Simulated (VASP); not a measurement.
# Co (Pm-3m) in VASP: further runs, part 2 of 2

VASP 6.6.1. Earlier steps stand in the parts before.

## (3) Single point, PBEsol, collinear spin, ferromagnetic start

INCAR

```
SYSTEM = Co
ALGO = Normal
EDIFF = 1E-7
ENCUT = 520
GGA = PS
ISIF = 2
ISMEAR = -1
ISPIN = 2
LASPH = .True.
LCHARG = .True.
LELF = .True.
LMAXMIX = 4
LORBIT = 11
LREAL = .False.
LVHAR = .True.
LWAVE = .False.
MAGMOM = 1.754
NBANDS = 14
NELM = 150
PREC = Accurate
SIGMA = 0.05
```

KPOINTS

```
k-points
0
Gamma
  15 15 15
  0 0 0
```

POSCAR

```
Co
1.0
    2.2955871446      0.0000000000      0.0000000000
    0.0000000000      2.2955871446      0.0000000000
    0.0000000000      0.0000000000      2.2955871446
Co
1
Direct
    0.0000000000      0.0000000000      0.0000000000
```

Potentials or basis: VASP PAW PBE potentials, release 64 (Co).

Started as:

```sh
> cat potpaw_PBE.64/Co/POTCAR > POTCAR
> mpirun -np 1 vasp_std > vasp.out
```

OUTCAR:

```text
SYSTEM = Co
   EDIFF = 1E-7
   ENCUT = 520
   GGA = PS
   ISIF = 2
   ISMEAR = -1
   ISPIN = 2
   LASPH = .True.
   LORBIT = 11
   LREAL = .False.
   NELM = 150
   PREC = Accurate

 ion  position               nearest neighbor table
   1  0.000  0.000  0.000-

  LATTYP: Found a simple cubic cell.
 ALAT       =     2.2955871446

  Lattice vectors:

 A1 = (   2.2955871446,   0.0000000000,   0.0000000000)
 A2 = (   0.0000000000,   2.2955871446,   0.0000000000)
 A3 = (   0.0000000000,   0.0000000000,   2.2955871446)

Analysis of symmetry for initial positions (statically):
=====================================================================
 Subroutine PRICEL returns:
 Original cell was already a primitive cell.

 Routine SETGRP: Setting up the symmetry group for a
 simple cubic supercell.

 Subroutine GETGRP returns: Found 48 space group operations
 (whereof 48 operations were pure point group operations)
 out of a pool of 48 trial point group operations.

The static configuration has the point symmetry O_h .

Analysis of symmetry for dynamics (positions and initial velocities):
=====================================================================
 Subroutine PRICEL returns:
 Original cell was already a primitive cell.

 Routine SETGRP: Setting up the symmetry group for a
 simple cubic supercell.

 Subroutine GETGRP returns: Found 48 space group operations
 (whereof 48 operations were pure point group operations)
 out of a pool of 48 trial point group operations.

The dynamic configuration has the point symmetry O_h .

Analysis of structural, dynamic, and magnetic symmetry:
=====================================================================
 Subroutine PRICEL returns:
 Original cell was already a primitive cell.

 Routine SETGRP: Setting up the symmetry group for a
 simple cubic supercell.

 Subroutine GETGRP returns: Found 48 space group operations
 (whereof 48 operations were pure point group operations)
 out of a pool of 48 trial point group operations.

[... 150 lines left out ...]
 fundamental gap:      0.0164180201
 Fermi energy:         8.8744951654

 spin component 1

 k-point     1 :       0.0000    0.0000    0.0000
  band No.  band energies     occupation
      1       0.3149      1.00000
      2       4.4076      1.00000
      3       4.4076      1.00000
      4       7.9570      1.00000
      5       7.9570      1.00000
      6       7.9570      1.00000
      7      28.4202      0.00000
      8      28.4202      0.00000
      9      28.4202      0.00000
     10      32.4354      0.00000
     11      32.4354      0.00000
     12      36.9647      0.00000
     13      45.5673      0.00000
     14      50.0460      0.00000
[... 379 lines left out ...]
      3       5.9676      1.00000
      4       7.0968      1.00000
      5       7.6027      1.00000
      6       7.6371      1.00000
      7      16.9816      0.00000
      8      24.5580      0.00000
      9      33.1934      0.00000
     10      34.1313      0.00000
     11      34.8501      0.00000
     12      42.7522      0.00000
     13      43.7813      0.00000
     14      44.8772      0.00000

 [... further k-points ...]

 spin component 2

 k-point     1 :       0.0000    0.0000    0.0000
  band No.  band energies     occupation
      1       0.5198      1.00000
      2       5.6704      1.00000
      3       5.6704      1.00000
      4      10.0959      0.00000
      5      10.0959      0.00000
      6      10.0959      0.00000
      7      28.7982      0.00000
      8      28.7982      0.00000
      9      28.7982      0.00000
     10      32.8329      0.00000
     11      32.8329      0.00000
     12      37.1177      0.00000
     13      49.3105      0.00000
     14      50.3400      0.00000
[... 379 lines left out ...]
      3       7.2823      1.00000
      4       9.0952      0.01197
      5       9.1220      0.00703
      6       9.7342      0.00000
      7      17.6247      0.00000
      8      25.0338      0.00000
      9      33.5785      0.00000
     10      34.6181      0.00000
     11      35.0449      0.00000
     12      43.0743      0.00000
     13      44.2274      0.00000
     14      45.6721      0.00000

 [... further k-points ...]
[... 5 lines left out ...]
  --------------------------------------------------------------------------------------
  -------------------------------------------------------------------------------------
  Total       -0.0875704     -0.0875704     -0.0875704     -0.0000000     -0.0000000      0.0000000
  in kB      -11.5980881    -11.5980881    -11.5980881     -0.0000000     -0.0000000      0.0000000
  external PRESSURE =     -11.5980881 kB  Pullay stress =       0.0000000 kB

 VOLUME and BASIS-vectors are now :
 -----------------------------------------------------------------------------
  energy-cutoff  :      520.00
  volume of cell :       12.10
      direct lattice vectors                 reciprocal lattice vectors
     2.295587145  0.000000000  0.000000000     0.435618400  0.000000000  0.000000000
     0.000000000  2.295587145  0.000000000     0.000000000  0.435618400  0.000000000
     0.000000000  0.000000000  2.295587145     0.000000000  0.000000000  0.435618400

 POSITION                                       TOTAL-FORCE (eV/Angst)
 -----------------------------------------------------------------------------------
      0.00000      0.00000      0.00000         0.000000      0.000000      0.000000
 -----------------------------------------------------------------------------------
    total drift:                               -0.000000      0.000000      0.000000

  FREE ENERGIE OF THE ION-ELECTRON SYSTEM (eV)
  ---------------------------------------------------
  free  energy   TOTEN  =        -6.8945430618 eV

  energy  without entropy=       -6.8816995935  energy(sigma->0) =       -6.88812133

 total charge

# of ion       s       p       d       tot
------------------------------------------
    1        0.514   0.443   7.302   8.259

 magnetization (x)

# of ion       s       p       d       tot
------------------------------------------
    1        0.007  -0.002   1.735   1.740
```

OSZICAR:

```text
N       E                     dE             d eps       ncg     rms          rms(c)
DAV:   1     0.286533262129E+02    0.28653E+02   -0.37982E+03  6892   0.744E+02
DAV:   2    -0.645925618842E+01   -0.35113E+02   -0.32611E+02  7476   0.144E+02
DAV:   3    -0.778980343586E+01   -0.13305E+01   -0.13199E+01  8256   0.296E+01
DAV:   4    -0.780079537281E+01   -0.10992E-01   -0.10989E-01  8234   0.252E+00
DAV:   5    -0.780102219650E+01   -0.22682E-03   -0.22682E-03  9050   0.328E-01    0.963E+00
DAV:   6    -0.710572001266E+01    0.69530E+00   -0.11043E+01  9258   0.385E+01    0.491E+00
DAV:   7    -0.690708731698E+01    0.19863E+00   -0.15110E+00  8412   0.130E+01    0.248E+00
DAV:   8    -0.690096938172E+01    0.61179E-02   -0.11515E-02  8444   0.695E-01    0.131E+00
DAV:   9    -0.689447360078E+01    0.64958E-02   -0.62090E-03  9816   0.505E-01    0.325E-01
DAV:  10    -0.689447322291E+01    0.37786E-06   -0.45079E-04  9542   0.131E-01    0.116E-01
DAV:  11    -0.689454029543E+01   -0.67073E-04   -0.25815E-04  9118   0.136E-01    0.274E-02
DAV:  12    -0.689454239211E+01   -0.20967E-05   -0.40992E-06  7902   0.200E-02    0.144E-02
DAV:  13    -0.689454299009E+01   -0.59799E-06   -0.87536E-07  8978   0.772E-03    0.282E-03
DAV:  14    -0.689454306183E+01   -0.71738E-07   -0.49380E-08  5718   0.172E-03
   1 F= -.68945431E+01 E0= -.68881213E+01  d E =-.128435E-01  mag=     1.7429
```

stdout:

```text
POSCAR found type information on POSCAR Co
 POSCAR found :  1 types and       1 ions
 scaLAPACK will be used
 -----------------------------------------------------------------------------
|                                                                             |
|                                                                             |
|     You enforced a specific xc type in the INCAR file but a different       |
|     I HOPE YOU KNOW WHAT YOU ARE DOING!                                     |
|                                                                             |
 -----------------------------------------------------------------------------

 LDA part: xc-table for (Slater+PW92), standard interpolation
 POSCAR, INCAR and KPOINTS ok, starting setup
 FFT: planning ... GRIDC
 FFT: planning ... GRID_SOFT
 FFT: planning ... GRID
 WAVECAR not read
 entering main loop
```

It took 61 s on 1 thread of Intel Xeon 8259CL, shared host; peak memory 0.15 GiB.

What came out:

| Item | Value |
| --- | --- |
| Free energy | -6.8945 eV |
| Pressure | -1.2 GPa |
| Net moment | 1.74 μB per cell |
| Site moments | Co +1.74 μB |
| Valence electrons inside the program's atomic spheres | Co 8.26 |

Levels at points of the mesh, in eV from the Fermi level:
Spin up:
| k point | band 2 | band 3 | band 4 | band 5 | band 6 | band 7 | band 8 | band 9 |
| --- | --- | --- | --- | --- | --- | --- | --- | --- |
| (0.00, 0.00, 0.00) | -4.47 | -4.47 | -0.92 | -0.92 | -0.92 | 19.55 | 19.55 | 19.55 |
Spin down:
| k point | band 1 | band 2 | band 3 | band 4 | band 5 | band 6 | band 7 | band 8 | band 9 |
| --- | --- | --- | --- | --- | --- | --- | --- | --- | --- |
| (0.00, 0.00, 0.00) | -8.35 | -3.20 | -3.20 | 1.22 | 1.22 | 1.22 | 19.92 | 19.92 | 19.92 |

Caveat: the PAW data sets were made with another functional, which shifts forces and pressure a little.

## (4) Single point, PBEsol, collinear spin, ferromagnetic start (volume scaled by 1.04)

INCAR

```
SYSTEM = Co
PREC = Accurate ; ENCUT = 520
EDIFF = 1E-7 ; ISMEAR = -1
SIGMA = 0.05 ; LREAL = .FALSE.
LASPH = .TRUE. ; NELM = 150
ALGO = Normal ; ISIF = 2
LWAVE = .FALSE. ; LCHARG = .FALSE.
ISPIN = 2 ; MAGMOM = 1.754
LORBIT = 11 ; LMAXMIX = 4
GGA = PS ; NBANDS = 14
```

KPOINTS

```
regular mesh
0
G
  15 15 15
  0 0 0
```

POSCAR

```
Co
1.0
    2.3257957029      0.0000000000      0.0000000000
    0.0000000000      2.3257957029      0.0000000000
    0.0000000000      0.0000000000      2.3257957029
Co
1
Direct
    0.0000000000      0.0000000000      0.0000000000
```

Potentials or basis: VASP PAW PBE potentials, release 64 (Co).

Started as:

```sh
> cat potpaw_PBE.64/Co/POTCAR > POTCAR
> mpirun -np 1 vasp_std > vasp.out
```

OUTCAR:

```text
SYSTEM = Co
   PREC = Accurate
   ENCUT = 520
   EDIFF = 1E-7
   ISMEAR = -1
   LREAL = .FALSE.
   LASPH = .TRUE.
   NELM = 150
   ISIF = 2
   ISPIN = 2
   LORBIT = 11
   GGA = PS

 ion  position               nearest neighbor table
   1  0.000  0.000  0.000-

  LATTYP: Found a simple cubic cell.
 ALAT       =     2.3257957029

  Lattice vectors:

 A1 = (   2.3257957029,   0.0000000000,   0.0000000000)
 A2 = (   0.0000000000,   2.3257957029,   0.0000000000)
 A3 = (   0.0000000000,   0.0000000000,   2.3257957029)

Analysis of symmetry for initial positions (statically):
=====================================================================
 Subroutine PRICEL returns:
 Original cell was already a primitive cell.

 Routine SETGRP: Setting up the symmetry group for a
 simple cubic supercell.

 Subroutine GETGRP returns: Found 48 space group operations
 (whereof 48 operations were pure point group operations)
 out of a pool of 48 trial point group operations.

The static configuration has the point symmetry O_h .

Analysis of symmetry for dynamics (positions and initial velocities):
=====================================================================
 Subroutine PRICEL returns:
 Original cell was already a primitive cell.

 Routine SETGRP: Setting up the symmetry group for a
 simple cubic supercell.

 Subroutine GETGRP returns: Found 48 space group operations
 (whereof 48 operations were pure point group operations)
 out of a pool of 48 trial point group operations.

The dynamic configuration has the point symmetry O_h .

Analysis of structural, dynamic, and magnetic symmetry:
=====================================================================
 Subroutine PRICEL returns:
 Original cell was already a primitive cell.

 Routine SETGRP: Setting up the symmetry group for a
 simple cubic supercell.

 Subroutine GETGRP returns: Found 48 space group operations
 (whereof 48 operations were pure point group operations)
 out of a pool of 48 trial point group operations.

The overall configuration has the point symmetry O_h .

 Subroutine INISYM returns: Found 48 space group operations
[... 152 lines left out ...]
 k-point     1 :       0.0000    0.0000    0.0000
  band No.  band energies     occupation
      1       0.0354      1.00000
      2       4.0380      1.00000
      3       4.0380      1.00000
      4       7.3625      1.00000
      5       7.3625      1.00000
      6       7.3625      1.00000
      7      27.4222      0.00000
      8      27.4222      0.00000
      9      27.4222      0.00000
     10      31.3281      0.00000
     11      31.3281      0.00000
     12      35.7099      0.00000
     13      45.0038      0.00000
     14      48.7391      0.00000
[... 379 lines left out ...]
      3       5.5085      1.00000
      4       6.5571      1.00000
      5       7.0600      1.00000
      6       7.0630      1.00000
      7      16.1876      0.00000
      8      23.6178      0.00000
      9      32.0698      0.00000
     10      32.9586      0.00000
     11      33.7615      0.00000
     12      41.4761      0.00000
     13      42.4228      0.00000
     14      43.8882      0.00000

 [... further k-points ...]

 spin component 2

 k-point     1 :       0.0000    0.0000    0.0000
  band No.  band energies     occupation
      1       0.2356      1.00000
      2       5.3632      1.00000
      3       5.3632      1.00000
      4       9.5702      0.00000
      5       9.5702      0.00000
      6       9.5703      0.00000
      7      27.7990      0.00000
      8      27.7990      0.00000
      9      27.7990      0.00000
     10      31.7308      0.00000
     11      31.7308      0.00000
     12      35.8472      0.00000
     13      48.9066      0.00000
     14      49.0183      0.00000
[... 379 lines left out ...]
      3       6.8856      1.00000
      4       8.6090      0.01216
      5       8.6502      0.00537
      6       9.2287      0.00000
      7      16.8414      0.00000
      8      24.0972      0.00000
      9      32.4643      0.00000
     10      33.4486      0.00000
     11      33.9329      0.00000
     12      41.7791      0.00000
     13      42.8652      0.00000
     14      44.3549      0.00000

 [... further k-points ...]
[... 5 lines left out ...]
  --------------------------------------------------------------------------------------
  -------------------------------------------------------------------------------------
  Total       -0.5055157     -0.5055157     -0.5055157     -0.0000000     -0.0000000     -0.0000000
  in kB      -64.3769727    -64.3769727    -64.3769727     -0.0000000     -0.0000000     -0.0000000
  external PRESSURE =     -64.3769727 kB  Pullay stress =       0.0000000 kB

 VOLUME and BASIS-vectors are now :
 -----------------------------------------------------------------------------
  energy-cutoff  :      520.00
  volume of cell :       12.58
      direct lattice vectors                 reciprocal lattice vectors
     2.325795703  0.000000000  0.000000000     0.429960378  0.000000000  0.000000000
     0.000000000  2.325795703  0.000000000     0.000000000  0.429960378  0.000000000
     0.000000000  0.000000000  2.325795703     0.000000000  0.000000000  0.429960378

 POSITION                                       TOTAL-FORCE (eV/Angst)
 -----------------------------------------------------------------------------------
      0.00000      0.00000      0.00000         0.000000      0.000000      0.000000
 -----------------------------------------------------------------------------------
    total drift:                                0.000000      0.000000      0.000000

  FREE ENERGIE OF THE ION-ELECTRON SYSTEM (eV)
  ---------------------------------------------------
  free  energy   TOTEN  =        -6.8824109140 eV

  energy  without entropy=       -6.8684398711  energy(sigma->0) =       -6.87542539

 total charge

# of ion       s       p       d       tot
------------------------------------------
    1        0.500   0.417   7.275   8.192

 magnetization (x)

# of ion       s       p       d       tot
------------------------------------------
    1        0.005  -0.004   1.809   1.811
```

OSZICAR:

```text
N       E                     dE             d eps       ncg     rms          rms(c)
DAV:   1     0.287734890615E+02    0.28773E+02   -0.36886E+03  6910   0.728E+02
DAV:   2    -0.647999411833E+01   -0.35253E+02   -0.32810E+02  7584   0.145E+02
DAV:   3    -0.779362315165E+01   -0.13136E+01   -0.13030E+01  8148   0.293E+01
DAV:   4    -0.780509523297E+01   -0.11472E-01   -0.11467E-01  8330   0.256E+00
DAV:   5    -0.780535654562E+01   -0.26131E-03   -0.26130E-03  9052   0.345E-01    0.945E+00
DAV:   6    -0.713043227229E+01    0.67492E+00   -0.11989E+01  9234   0.397E+01    0.540E+00
DAV:   7    -0.689468433264E+01    0.23575E+00   -0.17779E+00  8614   0.140E+01    0.249E+00
DAV:   8    -0.688884030681E+01    0.58440E-02   -0.13223E-02  8234   0.714E-01    0.127E+00
DAV:   9    -0.688262556975E+01    0.62147E-02   -0.64079E-03  9750   0.520E-01    0.323E-01
DAV:  10    -0.688232973904E+01    0.29583E-03   -0.62162E-04 10740   0.140E-01    0.100E-01
DAV:  11    -0.688240970282E+01   -0.79964E-04   -0.22280E-04  8960   0.151E-01    0.386E-02
DAV:  12    -0.688241087926E+01   -0.11764E-05   -0.87623E-06  7936   0.276E-02    0.191E-02
DAV:  13    -0.688241091398E+01   -0.34720E-07   -0.70021E-07  8460   0.644E-03
   1 F= -.68824109E+01 E0= -.68754254E+01  d E =-.139710E-01  mag=     1.8103
```

Run time: 57 s. Hardware: 1 thread of Intel Xeon 8259CL, shared host; peak memory 0.15 GiB.

What came out:

```yaml
Free_energy: -6.8824 eV
Pressure: -6.4 GPa
Net_moment: 1.81 μB per cell
Site_moments: Co +1.81 μB
Valence_electrons_inside_the_program's_atomic_spheres: Co 8.19
```

Levels at points of the mesh, in eV from the Fermi level:
Spin up:
```tsv
k point	band 3	band 4	band 5	band 6	band 7	band 8
(0.00, 0.00, 0.00)	-4.35	-1.03	-1.03	-1.03	19.03	19.03
```
Spin down:
| k point | band 1 | band 2 | band 3 | band 4 | band 5 | band 6 | band 7 |
| --- | --- | --- | --- | --- | --- | --- | --- |
| (0.00, 0.00, 0.00) | -8.15 | -3.03 | -3.03 | 1.18 | 1.18 | 1.18 | 19.41 |

Caveat: the PAW data sets were made with another functional, which shifts forces and pressure a little.

## (5) The runs side by side

| cell | k mesh | gap on the mesh (eV) | pressure (GPa) | moment (μB) |
| --- | --- | --- | --- | --- |
| a = 2.296 Å, 1 atom | 14 × 14 × 14 | none | -0.9 | 1.76 |
| a = 2.296 Å, 1 atom | 15 × 15 × 15 | none | -1.2 | 1.74 |
| a = 2.326 Å, 1 atom | 15 × 15 × 15 | none | -6.4 | 1.81 |

Alike in all rows: task single point; level PBEsol; potentials or basis VASP PAW PBE potentials, release 64 (Co); spin collinear, ferromagnetic start; cutoff (eV) 520; smearing fermi-dirac 0.05 eV.

Caveats: the PAW data sets were made with another functional, which shifts forces and pressure a little.

Absolute energies hang on the potentials; compare differences alone.
